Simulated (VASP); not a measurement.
Input of a VASP 6.6.1 run:

File INCAR:

```
ALGO     = Normal         # electronic algorithm
EDIFF    = 1E-7           # SCF threshold, eV
ENCUT    = 520            # plane-wave cutoff, eV
GGA      = PE             # functional
ISIF     = 2              # what is computed and relaxed
ISMEAR   = 0              # smearing method
LASPH    = True           # aspherical terms in the spheres
LCHARG   = False          # write CHGCAR
LREAL    = False          # projectors in reciprocal space
LWAVE    = False          # write WAVECAR
NBANDS   = 35             # bands
NELM     = 60             # most SCF steps
PREC     = Accurate       # precision mode
SIGMA    = 0.1            # smearing width, eV
```

KPOINTS

```
k-points
0
Gamma
  6 6 6
```

The input POSCAR:

```
Ba2O
1.0
    6.1035129947      0.0000000000      0.0000000000
    0.0000000000      6.1035129947      0.0000000000
    0.0000000000      0.0000000000      6.1035129947
Ba O
4 2
Direct
    0.2500000000      0.2500000000      0.2500000000
    0.2500000000      0.7500000000      0.7500000000
    0.7500000000      0.7500000000      0.2500000000
    0.7500000000      0.2500000000      0.7500000000
    0.0000000000      0.0000000000      0.0000000000
    0.5000000000      0.5000000000      0.5000000000
```

Potentials or basis: VASP PAW PBE potentials, release 64 (Ba_sv, O).

The run is started by

```sh
$ cat potpaw_PBE.64/Ba_sv/POTCAR potpaw_PBE.64/O/POTCAR > POTCAR
$ mpirun -np 1 vasp_std > vasp.out
```

Problem. What does it give for the pressure?

Solution. 0.8 GPa.

Problem. Estimate the band gap on the k mesh.

Solution. Zero (band 26 reaches 2.41 eV, above the bottom of band 27 at 1.52 eV).

Caveat: spin-orbit coupling is left out, which moves the levels of the heavy elements.
